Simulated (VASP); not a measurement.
Si3Ge, 4 atoms in the cell. The structure is trigonal, space group R-3m (No. 166). Conventional cell: a = 2.841 Å, b = 2.841 Å, c = 27.838 Å, α = 90.00°, β = 90.00°, γ = 120.00°. Si (site symmetry -3m) has 12 Si at 2.84 Å within 3.7 Å. Within 3.7 Å of Si (site symmetry 3m) lie 9 Si at 2.84 Å and 3 Ge at 2.84 Å. Ge (site symmetry -3m) has 6 Si at 2.84 Å and 6 Ge at 2.84 Å within 3.7 Å. 

```yaml
Program: VASP 6.6.1
Task: single point
Functional: PBE
Potentials_or_basis: VASP PAW PBE potentials, release 64 (Si, Ge_d)
Cutoff: 520 eV
k_mesh: 6 × 6 × 6
Occupations: gaussian, width 0.1 eV
Spin: no spin polarisation
Dipole_correction: no
Further_INCAR_settings: ALGO = Normal; EDIFF = 1e-06; NBANDS = 21
```

Potentials or basis: VASP PAW PBE potentials, release 64 (Si, Ge_d).

Launch:

```bash
$ cat potpaw_PBE.64/Si/POTCAR potpaw_PBE.64/Ge_d/POTCAR > POTCAR
$ mpirun -np 1 vasp_std > vasp.out
```

Hardware: 1 thread of Intel(R) Xeon(R) 6975P-C (Granite Rapids) (shared host).

**Question.** Estimate the wall time of this run.

**Answer.** It took 3.3 min on 1 thread of Intel(R) Xeon(R) 6975P-C (Granite Rapids) (shared host), peak memory 0.65 GiB. Counts: scf iterations 13, k points 32.
